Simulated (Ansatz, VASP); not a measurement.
## Ga3Te2O: VASP beside Ansatz

```
Ga Te O
1.0
     3.23072    0.00000    0.00000
     0.00000    3.23072    0.00000
     0.00000    0.00000   11.20077
Ga Te O
3 2 1
Direct
  0.00000 0.00000 0.66609
  0.00000 0.00000 0.33391
  0.50000 0.50000 0.50000
  0.50000 0.50000 0.86047
  0.50000 0.50000 0.13953
  0.00000 0.00000 0.00000
```

Change from the starting cell: species swapped into the Er2Mg3Ru type (P4/mmm, No. 123).

Alike in both runs: functional PBE; k mesh 12 × 12 × 4; occupations gaussian, width 0.1 eV; no spin polarisation.

Ansatz relaxed the structure, and its values are those at the end. VASP's run is a single point on that final structure, the one shown.

|  | VASP | Ansatz |
| --- | --- | --- |
| version | VASP 6.6.1 | Ansatz 0.2.0 |
| potentials or method | VASP PAW PBE potentials, release 64 (Ga_d, Te, O), cutoff 520 eV | scalar-relativistic, plane waves, PAW |
| valence electrons in the cell | 57 | 77 |

VASP gave:

* gap on the k mesh at the Fermi level (eV): none
* pressure (GPa): -0.1
* rms of the force components (eV/Å): 0.007

Question: Estimate Ansatz's values.

Answer: gap on the k mesh at the Fermi level (eV): none; pressure (GPa): 0.0; rms of the force components (eV/Å): 0.000.

A gap of «none» marks a metal or a gap that the smearing closes. VASP's potentials hold 57 valence electrons a cell and Ansatz's 77, so a difference there can come from the potentials and not from the codes.

Neither program's run includes spin-orbit coupling.
